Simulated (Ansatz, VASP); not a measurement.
# Ag in VASP and in Ansatz

```
Ag
1.0
     1.45680   -5.09546    0.00000
     1.45680    5.09546    0.00000
     0.00000    0.00000    4.74063
Ag
4
Direct
  0.13263 0.86737 0.00000
  0.63263 0.36737 0.50000
  0.86737 0.13263 0.00000
  0.36737 0.63263 0.50000
```

Alike in both runs: functional PBEsol; k mesh 6 × 6 × 4; occupations gaussian, width 0.1 eV; no spin polarisation.

Ansatz relaxed the structure, and its values are those at the end. VASP's run is a single point on that final structure, the one shown.

|  | VASP | Ansatz |
| --- | --- | --- |
| version | VASP 6.6.1 | Ansatz 0.2.0 |
| potentials or method | VASP PAW PBE potentials, release 64 (Ag), cutoff 520 eV | scalar-relativistic, plane waves, PAW |
| valence electrons in the cell | 44 | 76 |

Ansatz gave:

| Item | Value |
| --- | --- |
| gap on the k mesh at the Fermi level (eV) | none |
| pressure (GPa) | 0.0 |

**Question.** Estimate VASP's values.

**Answer.** gap on the k mesh at the Fermi level (eV): none; pressure (GPa): -0.2.

VASP's potentials were made for PBE, not for PBEsol. A gap of «none» marks a metal or a gap that the smearing closes. VASP's potentials hold 44 valence electrons a cell and Ansatz's 76, so a difference there can come from the potentials and not from the codes.

The k mesh is coarse, so the values compare programs but aren't converged.
